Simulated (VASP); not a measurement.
# Ta4TeI (F-43m) in VASP: single point with PBE

Aim: the single point of Ta4TeI with PBE.

All numbers are computed with VASP 6.6.1; they aren't measurements. Logs are shortened: lines on timing, memory, paths and dates and some standing lists are left out, and cuts for length are marked.

**1. The cell of the first run**

The structure is cubic, space group F-43m (No. 216). The conventional cell has a = 8.074 Å, b = 8.074 Å, c = 8.074 Å, α = 90.00°, β = 90.00°, γ = 90.00°. Within 3.7 Å of Ta (site symmetry 3m) lie 6 Ta at 2.85 to 2.86 Å and 3 I at 3.35 Å and 3 Te at 3.35 Å. Te (site symmetry -43m) has 12 Ta at 3.35 Å and 4 I at 3.50 Å within 4.4 Å. Within 4.4 Å of I (site symmetry -43m) lie 12 Ta at 3.35 Å and 4 Te at 3.50 Å.

The cell was generated, and may not be a known phase.

**2. Single point, PBE**

Input file INCAR:

```
  ALGO = Normal
  EDIFF = 1E-6
  ENCUT = 520
  GGA = PE
  ISIF = 2
  ISMEAR = 0
  LASPH = T
  LCHARG = F
  LREAL = F
  LWAVE = F
  NBANDS = 38
  NELM = 100
  PREC = Accurate
  SIGMA = 0.1
```

Input file KPOINTS:

```
k-points
0
Gamma
  4 4 4
```

Input file POSCAR:

```
Ta4TeI
1.0
    0.0000000000      4.0371980500      4.0371980500
    4.0371980500      0.0000000000      4.0371980500
    4.0371980500      4.0371980500      0.0000000000
Ta Te I
4 1 1
Direct
    0.8738140200      0.3753953300      0.3753953300
    0.3753953300      0.3753953300      0.3753953300
    0.3753953300      0.8738140200      0.3753953300
    0.3753953300      0.3753953300      0.8738140200
    0.0000000000      0.0000000000      0.0000000000
    0.7500000000      0.7500000000      0.7500000000
```

Potentials or basis: VASP PAW PBE potentials, release 64 (Ta_pv, Te, I).

Started as:

```bash
$ cat potpaw_PBE.64/Ta_pv/POTCAR potpaw_PBE.64/Te/POTCAR potpaw_PBE.64/I/POTCAR > POTCAR
$ mpirun -np 1 vasp_std > vasp.out
```

OUTCAR:

```text
EDIFF = 1E-6
   ENCUT = 520
   GGA = PE
   ISIF = 2
   ISMEAR = 0
   LASPH = T
   LREAL = F
   NELM = 100
   PREC = Accurate

 ion  position               nearest neighbor table
   1  0.874  0.375  0.375-   2 2.85   3 2.85   4 2.85   2 2.86   4 2.86   3 2.86   6 3.35   6 3.35
                             6 3.35   5 3.35   5 3.35   5 3.35
   2  0.375  0.375  0.375-   1 2.85   3 2.85   4 2.85   4 2.86   3 2.86   1 2.86   6 3.35   6 3.35
                             6 3.35   5 3.35   5 3.35   5 3.35
   3  0.375  0.874  0.375-   1 2.85   2 2.85   4 2.85   4 2.86   2 2.86   1 2.86   6 3.35   6 3.35
                             6 3.35   5 3.35   5 3.35   5 3.35
   4  0.375  0.375  0.874-   1 2.85   2 2.85   3 2.85   2 2.86   3 2.86   1 2.86   6 3.35   6 3.35
                             6 3.35   5 3.35   5 3.35   5 3.35
   5  0.000  0.000  0.000-   1 3.35   3 3.35   1 3.35   4 3.35   3 3.35   4 3.35   2 3.35   2 3.35
                             2 3.35   3 3.35   1 3.35   4 3.35   6 3.50   6 3.50   6 3.50   6 3.50
   6  0.750  0.750  0.750-   4 3.35   3 3.35   1 3.35   2 3.35   2 3.35   2 3.35   1 3.35   4 3.35
                             3 3.35   1 3.35   3 3.35   4 3.35   5 3.50   5 3.50   5 3.50   5 3.50

  LATTYP: Found a face centered cubic cell.
 ALAT       =     8.0743961000

  Lattice vectors:

 A1 = (   0.0000000000,   4.0371980500,   4.0371980500)
 A2 = (   4.0371980500,   0.0000000000,   4.0371980500)
 A3 = (   4.0371980500,   4.0371980500,   0.0000000000)

Analysis of symmetry for initial positions (statically):
=====================================================================
 Subroutine PRICEL returns:
 Original cell was already a primitive cell.

 Routine SETGRP: Setting up the symmetry group for a
 face centered cubic supercell.

 Subroutine GETGRP returns: Found 24 space group operations
 (whereof 24 operations were pure point group operations)
 out of a pool of 48 trial point group operations.

The static configuration has the point symmetry T_d .

Analysis of symmetry for dynamics (positions and initial velocities):
=====================================================================
 Subroutine PRICEL returns:
 Original cell was already a primitive cell.

 Routine SETGRP: Setting up the symmetry group for a
 face centered cubic supercell.

 Subroutine GETGRP returns: Found 24 space group operations
 (whereof 24 operations were pure point group operations)
 out of a pool of 48 trial point group operations.

The dynamic configuration has the point symmetry T_d .

 Subroutine INISYM returns: Found 24 space group operations
 (whereof 24 operations are pure point group operations),
 and found     1 'primitive' translations

----------------------------------------------------------------------------------------

                                     Primitive cell

  volume of cell :     131.6043

  direct lattice vectors                    reciprocal lattice vectors
     0.000000000  4.037198050  4.037198050    -0.123848271  0.123848271  0.123848271
     4.037198050  0.000000000  4.037198050     0.123848271 -0.123848271  0.123848271
     4.037198050  4.037198050  0.000000000     0.123848271  0.123848271 -0.123848271

  length of vectors
     5.709460236  5.709460236  5.709460236     0.214511499  0.214511499  0.214511499

  position of ions in fractional coordinates (direct lattice)
     0.873814020  0.375395330  0.375395330
     0.375395330  0.375395330  0.375395330
     0.375395330  0.873814020  0.375395330
     0.375395330  0.375395330  0.873814020
     0.000000000  0.000000000  0.000000000
     0.750000000  0.750000000  0.750000000

  ion indices of the primitive-cell ions
   primitive index   ion index
                 1           1
                 2           2
                 3           3
                 4           4
                 5           5
                 6           6

----------------------------------------------------------------------------------------

 KPOINTS: k-points

Automatic generation of k-mesh.
 Grid dimensions read from file:
 generate k-points for:    4    4    4

 Generating k-lattice:

  Cartesian coordinates                     Fractional coordinates (reciprocal lattice)
    -0.030962068  0.030962068  0.030962068     0.250000000  0.000000000  0.000000000
     0.030962068 -0.030962068  0.030962068     0.000000000  0.250000000  0.000000000
     0.030962068  0.030962068 -0.030962068     0.000000000  0.000000000  0.250000000

  Length of vectors
     0.053627875  0.053627875  0.053627875

  Shift w.r.t. Gamma in fractional coordinates (k-lattice)
     0.000000000  0.000000000  0.000000000

 Subroutine IBZKPT returns following result:
 ===========================================

 Found      8 irreducible k-points:

 Following reciprocal coordinates:
            Coordinates               Weight
  0.000000  0.000000  0.000000      1.000000
  0.250000  0.000000  0.000000      8.000000
  0.500000  0.000000  0.000000      4.000000
  0.250000  0.250000  0.000000      6.000000
  0.500000  0.250000  0.000000     24.000000
 -0.250000  0.250000  0.000000     12.000000
  0.500000  0.500000  0.000000      3.000000
 -0.250000  0.500000  0.250000      6.000000
   k-points           NKPTS =      8   k-points in BZ     NKDIM =      8   number of bands    NBANDS=     38
   number of dos      NEDOS =    301   number of ions     NIONS =      6
   total plane-waves  NPLWV =  74088
   dimension x,y,z NGX =    42 NGY =   42 NGZ =   42
   dimension x,y,z NGXF=    84 NGYF=   84 NGZF=   84
   ions per type =               4   1   1
   NGX,Y,Z   is equivalent  to a cutoff of  12.23, 12.23, 12.23 a.u.
   NGXF,Y,Z  is equivalent  to a cutoff of  24.46, 24.46, 24.46 a.u.
 SYSTEM =  unknown system
   PREC   = accura    normal or accurate (medium, high low for compatibility)
   ISTART =      0    job   : 0-new  1-cont  2-samecut
   ICHARG =      2    charge: 1-file 2-atom 10-const
   ISPIN  =      1    spin polarized calculation?
   LNONCOLLINEAR =      F non collinear calculations
   LSORBIT =      F    spin-orbit coupling
   LASPH  =      T    aspherical Exc in radial PAW
   ENCUT  =  520.0 eV  38.22 Ry    6.18 a.u.  10.62 10.62 10.62*2*pi/ulx,y,z
   NELM   =    100;   NELMIN=  2; NELMDL= -5     # of ELM steps
   EDIFF  = 0.1E-05   stopping-criterion for ELM
   LREAL  =      F    real-space projection
   EDIFFG = 0.1E-04   stopping-criterion for IOM
   NSW    =      0    number of steps for IOM
   IBRION =     -1    ionic relax: 0-MD 1-quasi-New 2-CG
   NFREE  =      0    steps in history (QN), initial steepest desc. (CG)
   ISIF   =      2    stress and relaxation
   ISYM   =      2    0-nonsym 1-usesym 2-fastsym
   POTIM  = 0.5000    time-step for ionic-motion
   TEBEG  =    0.0;   TEEND  =   0.0 temperature during run
   PSTRESS=    0.0 pullay stress
   NELECT =      57.0000    total number of electrons
   NUPDOWN=      -1.0000    fix difference up-down
   EMIN   =  10.00;   EMAX   =-10.00  energy-range for DOS
   EFERMI =   0.00;   METHOD = LEGACY
   ISMEAR =     0;   SIGMA  =   0.10  broadening in eV -4-tet -1-fermi 0-gaus
   EFERMI_NEDOS =   21; number of points for ismear=-14 and -15
   IALGO  =     38    algorithm
   IMIX   =      4    mixing-type and parameters
     AMIX     =   0.40;   BMIX     =  1.00
     AMIX_MAG =   1.60;   BMIX_MAG =  1.00
  volume/ion in A,a.u.               =      21.93       148.02
  Fermi-wavevector in a.u.,A,eV,Ry     =   1.238634  2.340679 20.874258  1.534215
  Thomas-Fermi vector in A             =   2.373151
   LORBIT       =      0    0 simple, 1 ext, 2 COOP (PROOUT), +10 PAW based schemes
   GGA     = PE    functional components
   LHFCALC =     F    Hartree Fock is set to
   AEXX    =    0.0000 exact exchange contribution
   IVDW    =     0    specifies the selected vdW correction
   LEPSILON=     F    determine dielectric tensor
   LRPA    =     F    only Hartree local field effects (RPA)
 non-spin polarized calculation
 Gauss-broadening in eV      SIGMA  =   0.10
  energy-cutoff  :      520.00
  volume of cell :      131.60
 maximum number of plane-waves:      3582
   NGX = 21   NGY = 21   NGZ = 21

 number of electron      56.9999991 magnetization

 Free energy of the ion-electron system (eV)
  ---------------------------------------------------
  ext. energy  EPLUGINS =         0.00000000
  ---------------------------------------------------
  free energy    TOTEN  =       -46.91133323 eV

  energy without entropy =      -46.85364727  energy(sigma->0) =      -46.88249025

 E-fermi :   7.3487     XC(G=0): -11.4589

 val. band max:        7.3187718812   @ k =   0.5000   0.5000   0.0000
 cond. band min:       7.3746029255   @ k =   0.5000   0.2500   0.0000
 fundamental gap:      0.0558310443
 Fermi energy:         7.3486736131

 k-point     1 :       0.0000    0.0000    0.0000
  band No.  band energies     occupation
      1     -27.6569      2.00000
      2     -27.4101      2.00000
      3     -27.4101      2.00000
      4     -27.4101      2.00000
      5     -27.3109      2.00000
      6     -27.3109      2.00000
[... 30 lines left out ...]
     37       9.9469      0.00000
     38      10.0301      0.00000

 k-point     2 :       0.2500    0.0000    0.0000
  band No.  band energies     occupation
      1     -27.5646      2.00000
      2     -27.3747      2.00000
      3     -27.3747      2.00000
      4     -27.3606      2.00000
      5     -27.2723      2.00000
      6     -27.2723      2.00000
[... 30 lines left out ...]
     37       9.8715      0.00000
     38      10.3436      0.00000

 k-point     3 :       0.5000    0.0000    0.0000
  band No.  band energies     occupation
      1     -27.5072      2.00000
      2     -27.3584      2.00000
      3     -27.3584      2.00000
      4     -27.1750      2.00000
      5     -27.1423      2.00000
      6     -27.1423      2.00000
[... 30 lines left out ...]
     37       9.6539      0.00000
[... 125 lines left out ...]
 k-point     7 :       0.5000    0.5000    0.0000
  band No.  band energies     occupation
      1     -27.3948      2.00000
      2     -27.3947      2.00000
      3     -27.1881      2.00000
      4     -27.1881      2.00000
      5     -27.1014      2.00000
      6     -27.0895      2.00000
[... 30 lines left out ...]
     37       9.6978      0.00000
     38       9.6978      0.00000

 k-point     8 :      -0.2500    0.5000    0.2500
  band No.  band energies     occupation
      1     -27.3119      2.00000
      2     -27.3107      2.00000
      3     -27.3088      2.00000
      4     -27.3088      2.00000
      5     -27.1268      2.00000
      6     -27.1116      2.00000
[... 30 lines left out ...]
     37      10.1284      0.00000
     38      10.3446      0.00000

------------------------ aborting loop because EDIFF is reached ----------------------------------------

  FORCE on cell =-STRESS in cart. coord.  units (eV):
  Direction    XX          YY          ZZ          XY          YZ          ZX
  --------------------------------------------------------------------------------------
  -------------------------------------------------------------------------------------
  Total       -1.1975425     -1.1975425     -1.1975425      0.0000000      0.0000000     -0.0000000
  in kB      -14.5791219    -14.5791219    -14.5791219      0.0000000      0.0000000     -0.0000000
  external PRESSURE =     -14.5791219 kB  Pullay stress =       0.0000000 kB

 VOLUME and BASIS-vectors are now :
 -----------------------------------------------------------------------------
  energy-cutoff  :      520.00
  volume of cell :      131.60
      direct lattice vectors                 reciprocal lattice vectors
     0.000000000  4.037198050  4.037198050    -0.123848271  0.123848271  0.123848271
     4.037198050  0.000000000  4.037198050     0.123848271 -0.123848271  0.123848271
     4.037198050  4.037198050  0.000000000     0.123848271  0.123848271 -0.123848271

 POSITION                                       TOTAL-FORCE (eV/Angst)
 -----------------------------------------------------------------------------------
      3.03109      5.04331      5.04331         0.006370     -0.006370     -0.006370
      3.03109      3.03109      3.03109         0.006370      0.006370      0.006370
      5.04331      3.03109      5.04331        -0.006370      0.006370     -0.006370
      5.04331      5.04331      3.03109        -0.006370     -0.006370      0.006370
      0.00000      0.00000      0.00000         0.000000      0.000000      0.000000
      6.05580      6.05580      6.05580         0.000000      0.000000      0.000000
 -----------------------------------------------------------------------------------
    total drift:                               -0.000027     -0.000027     -0.000027

  FREE ENERGIE OF THE ION-ELECTRON SYSTEM (eV)
  ---------------------------------------------------
  free  energy   TOTEN  =       -46.9113332318 eV

  energy  without entropy=      -46.8536472673  energy(sigma->0) =      -46.88249025
```

Wall time 84 s (1 thread of Intel Xeon 8259CL, shared host); peak memory 0.26 GiB.

What came out:

```
Free energy            : -46.9113 eV
Pressure               : -1.5 GPa
Largest force          : 0.011 eV/Å
Band gap on the k mesh : zero (an odd number of electrons rules out a gap without spin polarisation)
```

Forces in eV/Å, atoms in the order of the input:
```
Ta   0.006 -0.006 -0.006
Ta   0.006  0.006  0.006
Ta  -0.006  0.006 -0.006
Ta  -0.006 -0.006  0.006
Te   0.000  0.000  0.000
I    0.000  0.000  0.000
```

Levels at points of the mesh, in eV from the Fermi level:
```tsv
k point	band 24	band 25	band 26	band 27	band 28	band 29	band 30	band 31	band 32	band 33
(0.00, 0.00, 0.00)	-3.40	-1.60	-1.60	-1.26	1.82	1.82	1.85	1.85	1.85	2.52
(0.50, 0.00, 0.00)	-1.78	-1.48	-0.58	-0.58	-0.58	-0.21	-0.21	0.83	1.41	1.41
(0.50, 0.50, 0.00)	-1.21	-0.47	-0.47	-0.20	-0.14	-0.09	-0.03	-0.03	0.18	0.91
```

Caveat: spin-orbit coupling is left out, which moves the levels of the heavy elements; an odd number of electrons without spin polarisation forces a metal; a magnetic or distorted state may lie lower.

The gap in the log of VASP goes by the Fermi energy; the results here count the filled bands.